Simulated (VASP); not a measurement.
Input of a VASP 6.6.1 run:

Contents of INCAR:

```
SYSTEM = Al2Ru
ALGO = Normal
EDIFF = 1E-7
ENCUT = 520
ISIF = 2
ISMEAR = 0
LASPH = .TRUE.
LCHARG = .FALSE.
LREAL = .FALSE.
LWAVE = .FALSE.
NBANDS = 29
NELM = 80
PREC = Accurate
SIGMA = 0.03
```

Contents of KPOINTS:

```
k-points
0
G
  10 10 10
  0 0 0
```

Contents of POSCAR:

```
Al2Ru
1.0
    0.0000000000      3.9841595665      4.3800871192
    2.3474345205      0.0000000000      4.3800871192
    2.3474345205      3.9841595665      0.0000000000
Al Ru
4 2
Direct
    0.0788992938      0.4211007062      0.0788992938
    0.4211007062      0.0788992938      0.4211007062
    0.1711007062      0.8288992938      0.1711007062
    0.8288992938      0.1711007062      0.8288992938
    0.7500000000      0.7500000000      0.7500000000
    0.5000000000      0.5000000000      0.5000000000
```

Potentials or basis: VASP PAW LDA potentials, release 64 (Al, Ru_pv).

The run is started by

```sh
$ cat potpaw_LDA.64/Al/POTCAR potpaw_LDA.64/Ru_pv/POTCAR > POTCAR
$ mpirun -np 1 vasp_std > vasp.out
```

(1) What does it give for the pressure?

(2) Estimate the largest force.

(3) Predict the band gap on the k mesh.

## Answers

(1) -3.2 GPa.

(2) 0.024 eV/Å.

(3) 0.07 eV, indirect (least direct gap 1.22 eV).
